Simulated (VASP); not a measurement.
# LiCl (kpbe): vibrations by perturbation theory with PBE

LiCl (kpbe):

```
Li Cl
1.0
     0.00000    2.57531    2.57531
     2.57531    0.00000    2.57531
     2.57531    2.57531    0.00000
Li Cl
1 1
Cartesian
  0.0000 0.0000 0.0000
  2.5753 2.5753 2.5753
```

```json
{"Program": "VASP 6.6.1", "Task": "vibrations by perturbation theory", "Functional": "PBE", "Potentials or basis": "VASP PAW PBE potentials, release 64 (Li_sv, Cl)", "Cutoff": "520 eV", "k mesh": "8 × 8 × 8", "Occupations": "gaussian, width 0.01 eV", "Spin": "no spin polarisation", "Dipole correction": "no", "Further INCAR settings": "ALGO = Normal; EDIFF = 1e-08; NBANDS = 12; IBRION = 8; NSW = 1"}
```

* Electronic dielectric tensor (diagonal): 2.95
* Born charges (mean of the diagonal): Li +1.19; Cl -1.19 e
* Highest phonon frequency at Γ, LO-TO splitting left out: 168 cm⁻¹

Phonon frequencies in cm⁻¹ (negative: imaginary):
| q point | frequencies |
| --- | --- |
| (0.000, 0.000, 0.000) | 0 0 0 168 168 168 |

Electronic dielectric tensor:
```
2.95 0.00 0.00
0.00 2.95 0.00
0.00 0.00 2.95
```

Born effective charge tensors (e):
atom 1, Li
```
1.19 0.00 0.00
0.00 1.19 0.00
0.00 0.00 1.19
```
atom 2, Cl
```
-1.19  0.00  0.00
 0.00 -1.19  0.00
 0.00  0.00 -1.19
```

Run time: 11 min on 1 thread of Intel Xeon 8259CL (shared host), peak memory 0.21 GiB.
